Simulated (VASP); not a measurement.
# C: single point with PBE

C:

```
C
1.0
    -0.02592    1.78981    1.78981
     1.78981   -0.02592    1.78981
     1.78981    1.78981   -0.02592
C
2
Direct
  0.99993 0.99993 0.99993
  0.25007 0.25007 0.25007
```

This cell differs from its parent crystal: epitaxial 111 strain +2.0%.

* Program: VASP 6.6.1
* Task: single point
* Functional: PBE
* Potentials or basis: VASP PAW PBE potentials, release 64 (C)
* Cutoff: 520 eV
* k mesh: 6 × 6 × 6
* Occupations: gaussian, width 0.01 eV
* Spin: no spin polarisation
* Dipole correction: no
* Further INCAR settings: ALGO = Normal; EDIFF = 1e-06; NBANDS = 11

The pressure is -10.7 GPa. The largest force is 0.031 eV/Å and the band gap on the k mesh is 4.06 eV, indirect (least direct gap 5.29 eV).

Forces in eV/Å, atoms in the order of the input:
```
C   -0.018 -0.018 -0.018
C    0.018  0.018  0.018
```

Stress tensor (GPa, compression positive):
```
-10.74   7.64   7.64
  7.64 -10.74   7.64
  7.64   7.64 -10.74
```

Levels at points of the mesh, in eV from the valence-band top:
```csv
k point,band 1,band 2,band 3,band 4,band 5,band 6,band 7,band 8
"(0.00, 0.00, 0.00)",-21.05,-0.01,-0.01,0.00,5.29,5.29,5.88,12.65
"(0.50, 0.00, 0.00)",-15.56,-13.02,-2.68,-2.62,8.15,8.28,8.87,15.40
"(0.50, 0.50, 0.00)",-12.63,-12.46,-6.25,-5.96,4.41,4.97,16.27,16.33
"(0.50, 0.50, 0.50)",-15.16,-13.05,-2.91,-2.91,7.94,8.20,8.20,15.35
```

It took 3.6 s on 1 thread of Intel Xeon 6975P-C, on a shared host, peak memory 0.12 GiB.

Caveat: the k points lie up to 0.50 Å⁻¹ apart; the cell differs from its parent crystal (epitaxial 111 strain +2.0%). A k mesh can miss the band edges.
